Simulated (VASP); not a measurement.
Set up this calculation in VASP 6.6.1, as the native input.

```yaml
Task: single point
Functional: LDA
Potentials_or_basis: VASP PAW LDA potentials, release 64 (Bi_d, Br, O)
Cutoff: 520 eV
k_mesh: 8 × 8 × 4
Occupations: gaussian, width 0.05 eV
Spin: no spin polarisation
Dipole_correction: no
Further_INCAR_settings: ALGO = Normal; EDIFF = 1e-06; NBANDS = 37
```

The structure of BiBrO lies in POSCAR:

```
BiBrO
1.0
    3.8826151614      0.0000000000      0.0000000000
    0.0000000000      3.8826151614      0.0000000000
    0.0000000000      0.0000000000      8.1496000000
Bi Br O
2 2 2
Direct
    0.0000000000      0.5000000000      0.1575579020
    0.5000000000      0.0000000000      0.8424420980
    0.0000000000      0.5000000000      0.6517216503
    0.5000000000      0.0000000000      0.3482783497
    0.0000000000      0.0000000000      0.0000000000
    0.5000000000      0.5000000000      0.0000000000
```

The input as run:

INCAR

```
SYSTEM = BiBrO
  ALGO = Normal
  EDIFF = 1E-6
  ENCUT = 520
  ISIF = 2
  ISMEAR = 0
  LASPH = .True.
  LCHARG = .True.
  LELF = .True.
  LREAL = .False.
  LVHAR = .True.
  LWAVE = .False.
  NBANDS = 37
  NELM = 80
  PREC = Accurate
  SIGMA = 0.05
```

KPOINTS

```
k-points
0
Gamma
  8 8 4
  0 0 0
```

Potentials or basis: VASP PAW LDA potentials, release 64 (Bi_d, Br, O).

Command:

```sh
$ cat potpaw_LDA.64/Bi_d/POTCAR potpaw_LDA.64/Br/POTCAR potpaw_LDA.64/O/POTCAR > POTCAR
$ mpirun -np 1 vasp_std > vasp.out
```

It gave:

The pressure is -2.3 GPa and the largest force is 0.486 eV/Å. The band gap on the k mesh is 2.13 eV (least direct gap 2.37 eV).

Caveat: spin-orbit coupling is left out, which moves the levels of the heavy elements.

Run time: 3.7 min on 1 thread of AMD EPYC 7R13, with other jobs on the host, peak memory 0.28 GiB.
